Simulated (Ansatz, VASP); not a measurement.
C: VASP beside Ansatz

```
C
1.0
     0.00000    1.85909    1.64790
     1.85909    0.00000    1.64790
     1.85909    1.85909    0.00000
C
2
Direct
  0.50000 0.50000 0.50000
  0.75000 0.75000 0.75000
```

Alike in both runs: task single point; functional PBE; k mesh 12 × 12 × 12; occupations gaussian, width 0.05 eV; no spin polarisation.

|  | VASP | Ansatz |
| --- | --- | --- |
| version | VASP 6.6.1 | Ansatz 0.2.0 |
| potentials or method | VASP PAW PBE potentials, release 64 (C), cutoff 520 eV | scalar-relativistic, plane waves, PAW |
| valence electrons in the cell | 8 | 8 |

Ansatz gave:

| Quantity | Value |
| --- | --- |
| gap on the k mesh at the Fermi level (eV) | 1.26 |
| least direct gap on the mesh (eV) | 3.68 |
| pressure (GPa) | 0.3 |
| traceless stress, the component that is largest in VASP (GPa) | 65.00 |

Question: Which values does VASP return?

Answer: gap on the k mesh at the Fermi level (eV): 1.25; least direct gap on the mesh (eV): 3.67; pressure (GPa): 0.8; traceless stress, the component that is largest in VASP (GPa): 64.99.
